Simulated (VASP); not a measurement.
Crystal: BaHfO3.

```xyz
5
Lattice="4.1771 0.0000 0.0000 0.0000 4.1771 0.0000 0.0000 0.0000 4.3024" Properties=species:S:1:pos:R:3 pbc="T T T"
Ba    0.0000    0.0000    0.0000
Hf    2.0885    2.0885    2.1512
O     2.0885    2.0885    0.0000
O     2.0885    0.0000    2.1512
O     0.0000    2.0885    2.1512
```

This cell differs from its parent crystal: uniaxial z strain +3.0%.

Base run:

- Program: VASP 6.6.1
- Functional: PBE
- Potentials or basis: VASP PAW PBE potentials, release 64 (Ba_sv, Hf_pv, O)
- Cutoff: 520 eV
- k mesh: 6 × 6 × 6
- Occupations: fermi-dirac, width 0.02 eV
- Spin: no spin polarisation

Its results: band gap on the k mesh 3.44 eV (least direct gap 3.70 eV); pressure -1.7 GPa.

Problem. The run is repeated on the same cell with these changes: functional from PBE to r2SCAN; occupations from fermi-dirac, width 0.02 eV to gaussian, width 0.01 eV. What comes out?

Solution. Band gap on the k mesh 3.96 eV (least direct gap 4.25 eV); pressure -5.3 GPa.

Caveats: spin-orbit coupling is left out, which moves the levels of the heavy elements; the stress differs along the axes, from -6 to 0 GPa (at least some runs); the stress differs along the axes, from -9 to -3 GPa (at least some runs); the PAW data sets were made with another functional, which shifts forces and pressure a little (at least some runs).

A k mesh can miss the band edges.
